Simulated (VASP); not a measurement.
# Mg2ZnO3 in VASP: further runs

Runs on Mg2ZnO3. Level: PBEsol. Tasks: single point.

Everything below comes from runs of VASP 6.6.1. Logs are shortened: lines on timing, memory, paths and dates and some standing lists are left out, and cuts for length are marked.

## 1. The cell of the first run

The structure is trigonal, space group P-3m1 (No. 164). The conventional cell has a = 3.033 Å, b = 3.033 Å, c = 7.403 Å, α = 90.00°, β = 90.00°, γ = 120.00°. Within 2.8 Å of Mg (site symmetry 3m) lie 6 O at 2.12 to 2.14 Å. Zn (site symmetry -3m) has 6 O at 2.17 Å within 2.9 Å. O (site symmetry 3m) has 3 Mg at 2.12 Å and 3 Zn at 2.17 Å within 2.8 Å. Within 2.8 Å of O (site symmetry -3m) lie 6 Mg at 2.14 Å.

## 2. Single point, PBEsol

INCAR

```
ALGO = Normal
EDIFF = 1E-7
ENCUT = 520
GGA = PS
ISIF = 2
ISMEAR = 0
ISYM = 0
LASPH = True
LCHARG = False
LREAL = Auto
LWAVE = False
NBANDS = 66
NELM = 100
PREC = Accurate
SIGMA = 0.1
```

KPOINTS

```
Automatic mesh
0
Gamma
  2 2 2
  0.5 0.5 0.5
```

POSCAR

```
Mg2ZnO3
1.0
    4.5494978865     -2.6266538294      0.0000000000
    0.0000000000      5.2533076588      0.0000000000
    0.0000000000      0.0000000000      7.4033160000
Mg Zn O
6 3 9
Direct
    0.0000000000      0.3333333333      0.6658000000
    0.6666666667      0.6666666667      0.6658000000
    0.3333333333      1.0000000000      0.6658000000
    0.3333333333      0.3333333333      0.3342000000
    0.0000000000      0.6666666667      0.3342000000
    0.6666666667      1.0000000000      0.3342000000
    0.0000000000      0.0000000000      0.0000000000
    0.6666666667      0.3333333333      0.0000000000
    0.3333333333      0.6666666667      0.0000000000
    0.0000000000      0.3333333333      0.1726190000
    0.6666666667      0.6666666667      0.1726190000
    0.3333333333      1.0000000000      0.1726190000
    0.3333333333      0.3333333333      0.8273810000
    0.0000000000      0.6666666667      0.8273810000
    0.6666666667      1.0000000000      0.8273810000
    0.0000000000      0.0000000000      0.5000000000
    0.6666666667      0.3333333333      0.5000000000
    0.3333333333      0.6666666667      0.5000000000
```

Potentials or basis: VASP PAW PBE potentials, release 64 (Mg, Zn, O).

Started as:

```bash
$ cat potpaw_PBE.64/Mg/POTCAR potpaw_PBE.64/Zn/POTCAR potpaw_PBE.64/O/POTCAR > POTCAR
$ mpirun -np 1 vasp_std > vasp.out
```

OUTCAR:

```text
EDIFF = 1E-7
   ENCUT = 520
   GGA = PS
   ISIF = 2
   ISMEAR = 0
   ISYM = 0
   LASPH = True
   LREAL = Auto
   NELM = 100
   PREC = Accurate

 ion  position               nearest neighbor table
   1  0.000  0.333  0.666-  13 2.12  15 2.12  14 2.12  16 2.14  17 2.14  18 2.14   4 3.02   6 3.02
                             5 3.02   7 3.03   8 3.03   9 3.03   3 3.03   2 3.03   3 3.03   2 3.03
   2  0.667  0.667  0.666-  15 2.12  14 2.12  13 2.12  16 2.14  17 2.14  18 2.14   6 3.02   5 3.02
                             4 3.02   7 3.03   8 3.03   9 3.03   1 3.03   3 3.03   1 3.03   3 3.03
   3  0.333  0.000  0.666-  13 2.12  14 2.12  15 2.12  18 2.14  16 2.14  17 2.14   4 3.02   5 3.02
                             6 3.02   9 3.03   7 3.03   8 3.03   1 3.03   2 3.03   2 3.03   1 3.03
   4  0.333  0.333  0.334-  12 2.12  10 2.12  11 2.12  16 2.14  18 2.14  17 2.14   3 3.02   1 3.02
                             2 3.02   7 3.03   9 3.03   8 3.03   5 3.03   6 3.03   6 3.03   6 3.03
   5  0.000  0.667  0.334-  11 2.12  12 2.12  10 2.12  16 2.14  18 2.14  17 2.14   2 3.02   3 3.02
                             1 3.02   7 3.03   9 3.03   8 3.03   6 3.03   4 3.03   4 3.03   6 3.03
   6  0.667  0.000  0.334-  11 2.12  10 2.12  12 2.12  17 2.14  16 2.14  18 2.14   2 3.02   1 3.02
                             3 3.02   8 3.03   7 3.03   9 3.03   5 3.03   4 3.03   5 3.03   4 3.03
   7  0.000  0.000  0.000-  10 2.17  14 2.17  12 2.17  13 2.17  11 2.17  15 2.17   1 3.03   5 3.03
                             2 3.03   6 3.03   3 3.03   4 3.03   8 3.03   9 3.03   9 3.03   8 3.03
   8  0.667  0.333  0.000-  15 2.17  10 2.17  14 2.17  12 2.17  11 2.17  13 2.17   6 3.03   1 3.03
                             5 3.03   3 3.03   2 3.03   4 3.03   7 3.03   9 3.03   9 3.03   7 3.03
   9  0.333  0.667  0.000-  12 2.17  14 2.17  10 2.17  15 2.17  13 2.17  11 2.17   3 3.03   5 3.03
                             1 3.03   6 3.03   4 3.03   2 3.03   8 3.03   7 3.03   8 3.03   7 3.03
  10  0.000  0.333  0.173-   4 2.12   6 2.12   5 2.12   7 2.17   8 2.17   9 2.17
  11  0.667  0.667  0.173-   6 2.12   5 2.12   4 2.12   7 2.17   8 2.17   9 2.17
  12  0.333  0.000  0.173-   4 2.12   5 2.12   6 2.12   9 2.17   7 2.17   8 2.17
  13  0.333  0.333  0.827-   3 2.12   1 2.12   2 2.12   7 2.17   9 2.17   8 2.17
  14  0.000  0.667  0.827-   2 2.12   3 2.12   1 2.12   7 2.17   9 2.17   8 2.17
  15  0.667  0.000  0.827-   2 2.12   1 2.12   3 2.12   8 2.17   7 2.17   9 2.17
  16  0.000  0.000  0.500-   1 2.14   5 2.14   3 2.14   4 2.14   2 2.14   6 2.14
  17  0.667  0.333  0.500-   6 2.14   1 2.14   5 2.14   3 2.14   2 2.14   4 2.14
  18  0.333  0.667  0.500-   3 2.14   5 2.14   1 2.14   6 2.14   4 2.14   2 2.14

IMPORTANT INFORMATION: All symmetrisations will be switched off!
NOSYMM: (Re-)initialisation of all symmetry stuff for point group C_1.

----------------------------------------------------------------------------------------

                                     Primitive cell

  volume of cell :     176.9386

  direct lattice vectors                    reciprocal lattice vectors
     4.549497887 -2.626653829  0.000000000     0.219804476  0.000000000  0.000000000
     0.000000000  5.253307659  0.000000000     0.109902238  0.190356260  0.000000000
     0.000000000  0.000000000  7.403316000     0.000000000  0.000000000  0.135074607

  length of vectors
     5.253307659  5.253307659  7.403316000     0.219804476  0.219804476  0.135074607

  position of ions in fractional coordinates (direct lattice)
     0.000000000  0.333333333  0.665800000
     0.666666667  0.666666667  0.665800000
     0.333333333  0.000000000  0.665800000
     0.333333333  0.333333333  0.334200000
     0.000000000  0.666666667  0.334200000
     0.666666667  0.000000000  0.334200000
[... 10 lines left out ...]
     0.666666667  0.333333333  0.500000000
     0.333333333  0.666666667  0.500000000

  ion indices of the primitive-cell ions
   primitive index   ion index
                 1           1
                 2           2
                 3           3
                 4           4
                 5           5
                 6           6
[... 10 lines left out ...]
                17          17
                18          18

----------------------------------------------------------------------------------------

 KPOINTS: Automatic mesh

Automatic generation of k-mesh.
 Grid dimensions read from file:
 generate k-points for:    2    2    2

 Generating k-lattice:

  Cartesian coordinates                     Fractional coordinates (reciprocal lattice)
     0.109902238  0.000000000  0.000000000     0.500000000  0.000000000  0.000000000
     0.054951119  0.095178130  0.000000000     0.000000000  0.500000000  0.000000000
     0.000000000  0.000000000  0.067537304     0.000000000  0.000000000  0.500000000

  Length of vectors
     0.109902238  0.109902238  0.067537304

  Shift w.r.t. Gamma in fractional coordinates (k-lattice)
     0.500000000  0.500000000  0.500000000

 Subroutine IBZKPT returns following result:
 ===========================================

 Found     12 irreducible k-points:

 Following reciprocal coordinates:
            Coordinates               Weight
  0.250000  0.250000  0.250000      2.000000
 -0.250000  0.500000  0.250000      2.000000
  0.500000  0.250000  0.250000      2.000000
 -0.250000 -0.250000  0.250000      2.000000
  0.250000  0.500000  0.250000      2.000000
  0.500000 -0.250000  0.250000      2.000000
 -0.250000  0.250000  0.250000      2.000000
 -0.250000  0.000000  0.250000      2.000000
  0.000000 -0.250000  0.250000      2.000000
  0.250000 -0.250000  0.250000      2.000000
  0.250000  0.000000  0.250000      2.000000
 -0.000000  0.250000  0.250000      2.000000
   k-points           NKPTS =     12   k-points in BZ     NKDIM =     12   number of bands    NBANDS=     66
   number of dos      NEDOS =    301   number of ions     NIONS =     18
   total plane-waves  NPLWV =  89600
   dimension x,y,z NGX =    40 NGY =   40 NGZ =   56
   dimension x,y,z NGXF=    80 NGYF=   80 NGZF=  112
   ions per type =               6   3   9
   NGX,Y,Z   is equivalent  to a cutoff of  12.66, 12.66, 12.58 a.u.
   NGXF,Y,Z  is equivalent  to a cutoff of  25.32, 25.32, 25.15 a.u.
 SYSTEM =  unknown system
   PREC   = accura    normal or accurate (medium, high low for compatibility)
   ISTART =      0    job   : 0-new  1-cont  2-samecut
   ICHARG =      2    charge: 1-file 2-atom 10-const
   ISPIN  =      1    spin polarized calculation?
   LNONCOLLINEAR =      F non collinear calculations
   LSORBIT =      F    spin-orbit coupling
   LASPH  =      T    aspherical Exc in radial PAW
   ENCUT  =  520.0 eV  38.22 Ry    6.18 a.u.   9.77  9.77 13.77*2*pi/ulx,y,z
   NELM   =    100;   NELMIN=  2; NELMDL= -5     # of ELM steps
   EDIFF  = 0.1E-06   stopping-criterion for ELM
   LREAL  =      T    real-space projection
   EDIFFG = 0.1E-05   stopping-criterion for IOM
   NSW    =      0    number of steps for IOM
   IBRION =     -1    ionic relax: 0-MD 1-quasi-New 2-CG
   NFREE  =      0    steps in history (QN), initial steepest desc. (CG)
   ISIF   =      2    stress and relaxation
   ISYM   =      0    0-nonsym 1-usesym 2-fastsym
   POTIM  = 0.5000    time-step for ionic-motion
   TEBEG  =    0.0;   TEEND  =   0.0 temperature during run
   PSTRESS=    0.0 pullay stress
   NELECT =     102.0000    total number of electrons
   NUPDOWN=      -1.0000    fix difference up-down
   EMIN   =  10.00;   EMAX   =-10.00  energy-range for DOS
   EFERMI =   0.00;   METHOD = LEGACY
   ISMEAR =     0;   SIGMA  =   0.10  broadening in eV -4-tet -1-fermi 0-gaus
   EFERMI_NEDOS =   21; number of points for ismear=-14 and -15
   IALGO  =     38    algorithm
   IMIX   =      4    mixing-type and parameters
     AMIX     =   0.40;   BMIX     =  1.00
     AMIX_MAG =   1.60;   BMIX_MAG =  1.00
  volume/ion in A,a.u.               =       9.83        66.34
  Fermi-wavevector in a.u.,A,eV,Ry     =   1.362492  2.574737 25.257651  1.856385
  Thomas-Fermi vector in A             =   2.488977
   LORBIT       =      0    0 simple, 1 ext, 2 COOP (PROOUT), +10 PAW based schemes
   GGA     = PS    functional components
   LHFCALC =     F    Hartree Fock is set to
   AEXX    =    0.0000 exact exchange contribution
   IVDW    =     0    specifies the selected vdW correction
   LEPSILON=     F    determine dielectric tensor
   LRPA    =     F    only Hartree local field effects (RPA)
 non-spin polarized calculation
 Gauss-broadening in eV      SIGMA  =   0.10
  energy-cutoff  :      520.00
  volume of cell :      176.94
 maximum number of plane-waves:      4764
   NGX = 19   NGY = 19   NGZ = 27

 number of electron     102.0000020 magnetization

 Free energy of the ion-electron system (eV)
  ---------------------------------------------------
  ext. energy  EPLUGINS =         0.00000000
  ---------------------------------------------------
  free energy    TOTEN  =      -103.48768626 eV

  energy without entropy =     -103.48768626  energy(sigma->0) =     -103.48768626

 E-fermi :   3.0079     XC(G=0): -11.5552

 val. band max:        2.4854723775   @ k =  -0.0000   0.2500   0.2500
 cond. band min:       6.8410113608   @ k =   0.2500  -0.2500   0.2500
 fundamental gap:      4.3555389833
 Fermi energy:         3.0078685243

 k-point     1 :       0.2500    0.2500    0.2500
  band No.  band energies     occupation
      1     -14.2849      2.00000
      2     -13.9007      2.00000
      3     -13.8376      2.00000
      4     -13.8376      2.00000
      5     -13.6147      2.00000
      6     -13.6147      2.00000
[... 55 lines left out ...]
     62      12.6575      0.00000
     63      13.1358      0.00000

 k-point     2 :      -0.2500    0.5000    0.2500
  band No.  band energies     occupation
      1     -14.2865      2.00000
      2     -13.8984      2.00000
      3     -13.8295      2.00000
      4     -13.8295      2.00000
      5     -13.6314      2.00000
      6     -13.6314      2.00000
[... 55 lines left out ...]
     62      12.5749      0.00000
     63      12.9516      0.00000

 k-point     3 :       0.5000    0.2500    0.2500
  band No.  band energies     occupation
      1     -14.2849      2.00000
      2     -13.9007      2.00000
      3     -13.8376      2.00000
      4     -13.8376      2.00000
      5     -13.6147      2.00000
      6     -13.6147      2.00000
[... 583 lines left out ...]
     62      12.9743      0.00000
     63      13.4806      0.00000

 k-point    12 :      -0.0000    0.2500    0.2500
  band No.  band energies     occupation
      1     -14.6019      2.00000
      2     -14.1206      2.00000
      3     -13.6788      2.00000
      4     -13.5584      2.00000
      5     -13.5528      2.00000
      6     -13.5323      2.00000
[... 55 lines left out ...]
     62      12.9743      0.00000
     63      13.4806      0.00000
 [bands above 63 left out]

------------------------ aborting loop because EDIFF is reached ----------------------------------------

  FORCE on cell =-STRESS in cart. coord.  units (eV):
  Direction    XX          YY          ZZ          XY          YZ          ZX
  --------------------------------------------------------------------------------------
  -------------------------------------------------------------------------------------
  Total       -6.4312678     -6.4312089     -6.4320973     -0.0000490     -0.0000013     -0.0000141
  in kB      -58.2350682    -58.2345342    -58.2425790     -0.0004441     -0.0000117     -0.0001279
  external PRESSURE =     -58.2373938 kB  Pullay stress =       0.0000000 kB

 VOLUME and BASIS-vectors are now :
 -----------------------------------------------------------------------------
  energy-cutoff  :      520.00
  volume of cell :      176.94
      direct lattice vectors                 reciprocal lattice vectors
     4.549497887 -2.626653829  0.000000000     0.219804476  0.000000000  0.000000000
     0.000000000  5.253307659  0.000000000     0.109902238  0.190356260  0.000000000
     0.000000000  0.000000000  7.403316000     0.000000000  0.000000000  0.135074607

 POSITION                                       TOTAL-FORCE (eV/Angst)
 -----------------------------------------------------------------------------------
      0.00000      1.75110      4.92913        -0.000000      0.001371      0.010734
      3.03300      1.75110      4.92913        -0.001187     -0.000686      0.010734
      1.51650     -0.87555      4.92913         0.001188     -0.000684      0.010734
      1.51650      0.87555      2.47419         0.001188      0.000685     -0.010735
      0.00000      3.50221      2.47419         0.000000     -0.001371     -0.010735
      3.03300     -1.75110      2.47419        -0.001187      0.000687     -0.010734
[... 10 lines left out ...]
      3.03300     -0.00000      3.70166        -0.000000      0.000000     -0.000001
      1.51650      2.62665      3.70166        -0.000002      0.000000     -0.000002
 -----------------------------------------------------------------------------------
    total drift:                               -0.000002     -0.000003      0.000007

  FREE ENERGIE OF THE ION-ELECTRON SYSTEM (eV)
  ---------------------------------------------------
  free  energy   TOTEN  =      -103.4876862566 eV

  energy  without entropy=     -103.4876862566  energy(sigma->0) =     -103.48768626
```

Run time: 2.9 min. Hardware: 1 thread of Intel Xeon 6975P-C (Granite Rapids), shared host; peak memory 0.31 GiB.

What came out:

| Item | Value |
| --- | --- |
| Free energy | -103.4877 eV |
| Pressure | -5.8 GPa |
| Largest force | 0.105 eV/Å |
| Band gap on the k mesh | 4.36 eV |

Forces in eV/Å, atoms in the order of the input:
```
Mg   0.000  0.001  0.011
Mg  -0.001 -0.001  0.011
Mg   0.001 -0.001  0.011
Mg   0.001  0.001 -0.011
Mg   0.000 -0.001 -0.011
Mg  -0.001  0.001 -0.011
Zn   0.000  0.000  0.000
Zn   0.000  0.000  0.000
Zn   0.000  0.000  0.000
O    0.000 -0.001 -0.105
O    0.001  0.001 -0.105
O   -0.001  0.001 -0.105
O   -0.001 -0.001  0.105
O    0.000  0.001  0.105
O    0.001 -0.001  0.105
O    0.000  0.000  0.000
O    0.000  0.000  0.000
O    0.000  0.000  0.000
```

Levels at points of the mesh, in eV from the valence-band top:
```csv
k point,band 48,band 49,band 50,band 51,band 52,band 53,band 54,band 55
"(0.25, 0.25, 0.25)",-0.09,-0.05,-0.05,-0.05,5.26,6.24,6.24,7.47
```

Caveat: the k points lie up to 0.69 Å⁻¹ apart; the PAW data sets were made with another functional, which shifts forces and pressure a little.

## 3. Single point, PBEsol (dynamics (nve) at 200 K, volume x 1.0, from the last frame before)

INCAR

```
SYSTEM = Mg2ZnO3
PREC = Accurate
ENCUT = 520
EDIFF = 1E-6
ISMEAR = -1
SIGMA = 0.02
LREAL = Auto
LASPH = .True.
NELM = 100
ALGO = Normal
ISIF = 2
LWAVE = .False.
LCHARG = .True.
GGA = PS
LELF = .True.
LVHAR = .True.
NBANDS = 66
```

KPOINTS is that of step 2.

POSCAR

```
Mg2ZnO3
1.0
    4.5494978865     -2.6266538294      0.0000000000
    0.0000000000      5.2533076588      0.0000000000
    0.0000000000      0.0000000000      7.4033160000
Mg Zn O
6 3 9
Direct
   -0.0010869331      0.3333153351      0.6745762304
    0.6653257295      0.6655234382      0.6527623568
    0.3405116430      1.0013143247      0.6695118782
    0.3511407280      0.3424191490      0.3408819778
   -0.0152994906      0.6498156507      0.3380867438
    0.6623234201      1.0026247633      0.3372450940
   -0.0076320510     -0.0087346409     -0.0018697027
    0.6682207742      0.3339464904      0.0017361139
    0.3418950923      0.6813128577     -0.0042309419
   -0.0115918287      0.3176283186      0.1693601894
    0.6645271798      0.6723997700      0.1637395999
    0.3318366197      1.0009120481      0.1817284309
    0.3461384178      0.3448950486      0.8276026581
   -0.0092561863      0.6633194606      0.8273826215
    0.6726814863      0.9943212431      0.8280165266
   -0.0082773970     -0.0108194418      0.5074413952
    0.6630799871      0.3297601625      0.4970461885
    0.3362830445      0.6684959981      0.4956707238
```

Potentials or basis: VASP PAW PBE potentials, release 64 (Mg, Zn, O).

Started as:

```bash
$ cat potpaw_PBE.64/Mg/POTCAR potpaw_PBE.64/Zn/POTCAR potpaw_PBE.64/O/POTCAR > POTCAR
$ mpirun -np 1 vasp_std > vasp.out
```

Wall time 2.8 min (1 thread of Intel Xeon 6975P-C (Granite Rapids), shared host); peak memory 0.32 GiB.

It converged, with:

- Free energy: -103.1125 eV
- Pressure: -5.0 GPa
- Largest force: 1.488 eV/Å
- Band gap on the k mesh: 4.23 eV

Forces in eV/Å, atoms in the order of the input:
```
Mg   0.218 -0.244 -0.187
Mg   0.048  0.023  1.076
Mg  -0.446  0.120 -0.022
Mg  -1.203 -0.041 -0.876
Mg   0.913  0.398 -0.612
Mg   0.197 -0.344 -0.482
Zn   0.383  0.166  0.335
Zn  -0.127  0.084  0.097
Zn  -0.274 -0.322  0.405
O    0.311  0.458  0.157
O   -0.076 -0.401  0.671
O   -0.156 -0.082 -0.544
O   -0.356 -0.287 -0.108
O    0.575 -0.184 -0.038
O   -0.336  0.516 -0.259
O    0.383  0.320 -0.399
O    0.202 -0.002  0.404
O   -0.257 -0.179  0.381
```

Stress tensor (GPa, compression positive):
```
-4.82  0.23 -0.47
 0.23 -5.28 -0.28
-0.47 -0.28 -4.93
```

Levels at points of the mesh, in eV from the valence-band top:
```
           k point  band 47  band 48  band 49  band 50  band 51  band 52  band 53  band 54  band 55  band 56
(0.25, 0.25, 0.25)    -0.41    -0.21    -0.14    -0.11    -0.01     5.15     6.04     6.31     7.21     7.51
```

Caveat: the k points lie up to 0.69 Å⁻¹ apart; the PAW data sets were made with another functional, which shifts forces and pressure a little. A k mesh can miss the band edges.
